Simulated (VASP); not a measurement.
# F: single point with PBEsol

The system is F.

```xyz
4
Lattice="3.0175 -1.8491 -0.2327 3.0175 1.8491 -0.2327 -2.2346 0.0000 7.3909" Properties=species:S:1:pos:R:3 pbc="T T T"
F     0.3020    0.0000    0.6553
F     3.4985    0.0000    6.2702
F     1.7003    0.0000    4.1547
F     2.1002    0.0000    2.7708
```

```
Program                : VASP 6.6.1
Task                   : single point
Functional             : PBEsol
Potentials or basis    : VASP PAW PBE potentials, release 64 (F)
Cutoff                 : 520 eV
k mesh                 : 4 × 4 × 2
Occupations            : gaussian, width 0.05 eV
Spin                   : no spin polarisation
Dipole correction      : no
Further INCAR settings : ALGO = Normal; EDIFF = 1e-06; NBANDS = 22
```

| Item | Value |
| --- | --- |
| Pressure | -2.5 GPa |
| Largest force | 0.990 eV/Å |
| Band gap on the k mesh | 2.57 eV, indirect (least direct gap 2.63 eV) |

Forces on the atoms (eV/Å):
```
F   -0.415  0.000 -0.882
F    0.415  0.000  0.882
F    0.276  0.000 -0.951
F   -0.276  0.000  0.951
```

Stress tensor (GPa, compression positive):
```
-1.23  0.00 -0.37
 0.00 -0.52  0.00
-0.37  0.00 -5.60
```

Levels at points of the mesh, in eV from the valence-band top:
```
           k point  band 12  band 13  band 14  band 15  band 16  band 17
(0.00, 0.00, 0.00)    -0.16    -0.07    -0.06     2.57     3.29     8.72
(0.50, 0.00, 0.00)    -0.24    -0.23    -0.12     2.94     3.05    12.49
(0.50, 0.50, 0.00)    -0.26    -0.17     0.00     2.90     3.06    12.98
(0.00, 0.00, 0.50)    -0.16    -0.11    -0.06     2.87     2.97     9.49
(0.50, 0.00, 0.50)    -0.27    -0.16    -0.05     2.78     3.18    12.38
(0.50, 0.50, 0.50)    -0.22    -0.18    -0.08     2.95     3.05    12.70
```

Run time: 14 s on 1 thread of Intel(R) Xeon(R) Platinum 8488C (Sapphire Rapids), with other jobs on the host, peak memory 0.18 GiB.

Caveat: the k points lie up to 0.51 Å⁻¹ apart; the PAW data sets were made with another functional, which shifts forces and pressure a little. A k mesh can miss the band edges.
